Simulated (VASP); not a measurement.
# Al (I4/mmm) in VASP: single point with LDA

Aim: the single point of Al with LDA.

All numbers are computed with VASP 6.6.1; they aren't measurements. Logs are shortened: lines on timing, memory, paths and dates and some standing lists are left out, and cuts for length are marked.

**1. The cell of the first run**

It takes space group I4/mmm (No. 139, tetragonal). The conventional cell has a = 2.790 Å, b = 2.790 Å, c = 4.054 Å, α = 90.00°, β = 90.00°, γ = 90.00°. Al (site symmetry 4/mmm) has 12 Al at 2.79 to 2.83 Å within 3.7 Å.

**2. Single point, LDA**

INCAR

```
ALGO     = Normal         # electronic algorithm
EDIFF    = 1E-6           # SCF threshold, eV
ENCUT    = 500            # plane-wave cutoff, eV
GGA_COMPAT= F            
ISIF     = 2              # what is computed and relaxed
ISMEAR   = 0              # smearing method
LASPH    = T              # aspherical terms in the spheres
LCHARG   = T              # write CHGCAR
LELF     = T              # ELF
LREAL    = F              # projectors in reciprocal space
LVHAR    = T            
LWAVE    = F              # write WAVECAR
NBANDS   = 8              # bands
NELM     = 120            # most SCF steps
PREC     = Accurate       # precision mode
SIGMA    = 0.15           # smearing width, eV
```

KPOINTS

```
k-points
0
Gamma
  22 22 22
```

POSCAR

```
Al
1.0
   -1.3952102565      1.3952102565      2.0272405027
    1.3952102565     -1.3952102565      2.0272405027
    1.3952102565      1.3952102565     -2.0272405027
Al
1
Direct
    0.0000000000      0.0000000000      0.0000000000
```

Potentials or basis: VASP PAW LDA potentials, release 64 (Al).

The run is started by

```console
$ cat potpaw_LDA.64/Al/POTCAR > POTCAR
$ mpirun -np 1 vasp_std > vasp.out
```

OUTCAR:

```text
EDIFF = 1E-6
   ENCUT = 500
   ISIF = 2
   ISMEAR = 0
   LASPH = T
   LREAL = F
   NELM = 120
   PREC = Accurate

 ion  position               nearest neighbor table
   1  0.000  0.000  0.000-

  LATTYP: Found a body centered tetragonal cell.
 ALAT       =     2.7904205130
 C/A-ratio  =     1.4530000000

  Lattice vectors:

 A1 = (  -1.3952102565,   1.3952102565,   2.0272405027)
 A2 = (   1.3952102565,  -1.3952102565,   2.0272405027)
 A3 = (   1.3952102565,   1.3952102565,  -2.0272405027)

Analysis of symmetry for initial positions (statically):
=====================================================================
 Subroutine PRICEL returns:
 Original cell was already a primitive cell.

 Routine SETGRP: Setting up the symmetry group for a
 body centered tetragonal supercell.

 Subroutine GETGRP returns: Found 16 space group operations
 (whereof 16 operations were pure point group operations)
 out of a pool of 16 trial point group operations.

The static configuration has the point symmetry D_4h.

Analysis of symmetry for dynamics (positions and initial velocities):
=====================================================================
 Subroutine PRICEL returns:
 Original cell was already a primitive cell.

 Routine SETGRP: Setting up the symmetry group for a
 body centered tetragonal supercell.

 Subroutine GETGRP returns: Found 16 space group operations
 (whereof 16 operations were pure point group operations)
 out of a pool of 16 trial point group operations.

The dynamic configuration has the point symmetry D_4h.

 Subroutine INISYM returns: Found 16 space group operations
 (whereof 16 operations are pure point group operations),
 and found     1 'primitive' translations

----------------------------------------------------------------------------------------

                                     Primitive cell

  volume of cell :      15.7850

  direct lattice vectors                    reciprocal lattice vectors
    -1.395210256  1.395210256  2.027240503     0.000000000  0.358368925  0.246640692
     1.395210256 -1.395210256  2.027240503     0.358368925  0.000000000  0.246640692
     1.395210256  1.395210256 -2.027240503     0.358368925  0.358368925  0.000000000

  length of vectors
     2.828944569  2.828944569  2.828944569     0.435040133  0.435040133  0.506810194

  position of ions in fractional coordinates (direct lattice)
     0.000000000  0.000000000  0.000000000

  ion indices of the primitive-cell ions
   primitive index   ion index
                 1           1

----------------------------------------------------------------------------------------

 KPOINTS: k-points

Automatic generation of k-mesh.
 Grid dimensions read from file:
 generate k-points for:   22   22   22

 Generating k-lattice:

  Cartesian coordinates                     Fractional coordinates (reciprocal lattice)
     0.000000000  0.016289497  0.011210941     0.045454545 -0.000000000  0.000000000
     0.016289497  0.000000000  0.011210941    -0.000000000  0.045454545  0.000000000
     0.016289497  0.016289497  0.000000000     0.000000000  0.000000000  0.045454545

  Length of vectors
     0.019774552  0.019774552  0.023036827

  Shift w.r.t. Gamma in fractional coordinates (k-lattice)
     0.000000000  0.000000000  0.000000000

 Subroutine IBZKPT returns following result:
 ===========================================

 Found    834 irreducible k-points:

 Following reciprocal coordinates:
            Coordinates               Weight
  0.000000  0.000000  0.000000      1.000000
  0.045455 -0.000000  0.000000      8.000000
  0.090909 -0.000000  0.000000      8.000000
  0.136364 -0.000000  0.000000      8.000000
  0.181818 -0.000000  0.000000      8.000000
  0.227273  0.000000 -0.000000      8.000000
[... 16 lines left out ...]
  0.500000  0.045455  0.000000     16.000000
 -0.454545  0.045455  0.000000     16.000000
 [... further k-points ...]
   k-points           NKPTS =    834   k-points in BZ     NKDIM =    834   number of bands    NBANDS=      8
   number of dos      NEDOS =    301   number of ions     NIONS =      1
   total plane-waves  NPLWV =  13824
   dimension x,y,z NGX =    24 NGY =   24 NGZ =   24
   dimension x,y,z NGXF=    48 NGYF=   48 NGZF=   48
   ions per type =               1
   NGX,Y,Z   is equivalent  to a cutoff of  14.10, 14.10, 14.10 a.u.
   NGXF,Y,Z  is equivalent  to a cutoff of  28.21, 28.21, 28.21 a.u.
 SYSTEM =  unknown system
   PREC   = accura    normal or accurate (medium, high low for compatibility)
   ISTART =      0    job   : 0-new  1-cont  2-samecut
   ICHARG =      2    charge: 1-file 2-atom 10-const
   ISPIN  =      1    spin polarized calculation?
   LNONCOLLINEAR =      F non collinear calculations
   LSORBIT =      F    spin-orbit coupling
   LASPH  =      T    aspherical Exc in radial PAW
   ENCUT  =  500.0 eV  36.75 Ry    6.06 a.u.   5.16  5.16  5.16*2*pi/ulx,y,z
   NELM   =    120;   NELMIN=  2; NELMDL= -5     # of ELM steps
   EDIFF  = 0.1E-05   stopping-criterion for ELM
   LREAL  =      F    real-space projection
   EDIFFG = 0.1E-04   stopping-criterion for IOM
   NSW    =      0    number of steps for IOM
   IBRION =     -1    ionic relax: 0-MD 1-quasi-New 2-CG
   NFREE  =      0    steps in history (QN), initial steepest desc. (CG)
   ISIF   =      2    stress and relaxation
   ISYM   =      2    0-nonsym 1-usesym 2-fastsym
   POTIM  = 0.5000    time-step for ionic-motion
   TEBEG  =    0.0;   TEEND  =   0.0 temperature during run
   PSTRESS=    0.0 pullay stress
   NELECT =       3.0000    total number of electrons
   NUPDOWN=      -1.0000    fix difference up-down
   EMIN   =  10.00;   EMAX   =-10.00  energy-range for DOS
   EFERMI =   0.00;   METHOD = LEGACY
   ISMEAR =     0;   SIGMA  =   0.15  broadening in eV -4-tet -1-fermi 0-gaus
   EFERMI_NEDOS =   21; number of points for ismear=-14 and -15
   IALGO  =     38    algorithm
   IMIX   =      4    mixing-type and parameters
     AMIX     =   0.40;   BMIX     =  1.00
     AMIX_MAG =   1.60;   BMIX_MAG =  1.00
  volume/ion in A,a.u.               =      15.78       106.52
  Fermi-wavevector in a.u.,A,eV,Ry     =   0.941240  1.778686 12.053847  0.885933
  Thomas-Fermi vector in A             =   2.068731
   LORBIT       =      0    0 simple, 1 ext, 2 COOP (PROOUT), +10 PAW based schemes
   GGA     = CA    functional components
   LHFCALC =     F    Hartree Fock is set to
   AEXX    =    0.0000 exact exchange contribution
   IVDW    =     0    specifies the selected vdW correction
   LEPSILON=     F    determine dielectric tensor
   LRPA    =     F    only Hartree local field effects (RPA)
 non-spin polarized calculation
 Gauss-broadening in eV      SIGMA  =   0.15
  energy-cutoff  :      500.00
  volume of cell :       15.78
 maximum number of plane-waves:       411
 NGX is ok and might be reduce to    24
   NGX = 11   NGY = 11   NGZ = 11

 number of electron       3.0000000 magnetization

 Free energy of the ion-electron system (eV)
  ---------------------------------------------------
  ext. energy  EPLUGINS =         0.00000000
  ---------------------------------------------------
  free energy    TOTEN  =        -4.19308429 eV

  energy without entropy =       -4.18865539  energy(sigma->0) =       -4.19086984

 E-fermi :   8.2463     XC(G=0): -10.5085

 val. band max:        8.2441600682   @ k =  -0.4545   0.4545   0.0909
 cond. band min:       8.2524574498   @ k =  -0.3182  -0.3182   0.0455
 fundamental gap:      0.0082973816
 Fermi energy:         8.2463009546

 k-point     1 :       0.0000    0.0000    0.0000
  band No.  band energies     occupation
      1      -3.1498      2.00000
      2      20.8761      0.00000
      3      21.1837      0.00000
      4      21.1837      0.00000
      5      22.7144      0.00000
      6      22.7144      0.00000
      7      22.7948      0.00000
      8      25.2080      0.00000

 k-point     2 :       0.0455   -0.0000    0.0000
  band No.  band energies     occupation
      1      -3.0921      2.00000
      2      19.9431      0.00000
      3      20.7838      0.00000
      4      20.9744      0.00000
      5      23.0152      0.00000
      6      23.0517      0.00000
      7      23.2420      0.00000
      8      25.8049      0.00000

 k-point     3 :       0.0909   -0.0000    0.0000
  band No.  band energies     occupation
      1      -2.9191      2.00000
      2      18.1518      0.00000
      3      20.3564      0.00000
      4      20.5830      0.00000
      5      23.4105      0.00000
      6      23.6744      0.00000
      7      23.7194      0.00000
      8      26.2825      0.00000

 k-point     4 :       0.1364   -0.0000    0.0000
  band No.  band energies     occupation
      1      -2.6312      2.00000
      2      16.2802      0.00000
      3      19.9383      0.00000
      4      20.2059      0.00000
      5      23.3362      0.00000
      6      24.3264      0.00000
      7      24.4498      0.00000
      8      25.6272      0.00000

 k-point     5 :       0.1818   -0.0000    0.0000
  band No.  band energies     occupation
      1      -2.2292      2.00000
      2      14.4331      0.00000
      3      19.5821      0.00000
      4      19.8964      0.00000
      5      23.1941      0.00000
      6      24.0007      0.00000
      7      24.8447      0.00000
      8      26.0267      0.00000
[... 177 lines left out ...]
 k-point    22 :       0.4545    0.0455    0.0000
  band No.  band energies     occupation
      1       2.9094      2.00000
      2       4.5751      2.00000
      3      18.5883      0.00000
      4      18.9972      0.00000
      5      20.5248      0.00000
      6      20.7250      0.00000
      7      24.0382      0.00000
      8      25.0348      0.00000

 k-point    23 :       0.5000    0.0455    0.0000
  band No.  band energies     occupation
      1       3.3112      2.00000
      2       4.1375      2.00000
      3      18.6426      0.00000
      4      18.9564      0.00000
      5      20.2960      0.00000
      6      20.8816      0.00000
      7      24.4292      0.00000
      8      24.5991      0.00000

 k-point    24 :      -0.4545    0.0455    0.0000
  band No.  band energies     occupation
      1       2.2016      2.00000
      2       5.4121      2.00000
      3      18.3905      0.00000
      4      19.4102      0.00000
      5      20.0047      0.00000
      6      21.2975      0.00000
      7      24.2293      0.00000
      8      24.9444      0.00000

 [... further k-points ...]

------------------------ aborting loop because EDIFF is reached ----------------------------------------

  FORCE on cell =-STRESS in cart. coord.  units (eV):
  Direction    XX          YY          ZZ          XY          YZ          ZX
  --------------------------------------------------------------------------------------
  -------------------------------------------------------------------------------------
  Total        0.0919041      0.0919041     -0.1158628      0.0000000      0.0000000      0.0000000
  in kB        9.3282688      9.3282688    -11.7600772      0.0000000      0.0000000      0.0000000
  external PRESSURE =       2.2988201 kB  Pullay stress =       0.0000000 kB

 VOLUME and BASIS-vectors are now :
 -----------------------------------------------------------------------------
  energy-cutoff  :      500.00
  volume of cell :       15.78
      direct lattice vectors                 reciprocal lattice vectors
    -1.395210256  1.395210256  2.027240503     0.000000000  0.358368925  0.246640692
     1.395210256 -1.395210256  2.027240503     0.358368925  0.000000000  0.246640692
     1.395210256  1.395210256 -2.027240503     0.358368925  0.358368925  0.000000000

 POSITION                                       TOTAL-FORCE (eV/Angst)
 -----------------------------------------------------------------------------------
      0.00000      0.00000      0.00000         0.000000      0.000000     -0.000000
 -----------------------------------------------------------------------------------
    total drift:                                0.000000      0.000000     -0.000000

  FREE ENERGIE OF THE ION-ELECTRON SYSTEM (eV)
  ---------------------------------------------------
  free  energy   TOTEN  =        -4.1930842899 eV

  energy  without entropy=       -4.1886553935  energy(sigma->0) =       -4.19086984
```

It took 2.2 min on 1 thread of AMD EPYC 7R43 (Zen 3), shared host; peak memory 0.15 GiB.

What came out:

* Free energy: -4.1931 eV
* Pressure: 0.2 GPa
* Band gap on the k mesh: zero (an odd number of electrons rules out a gap without spin polarisation)
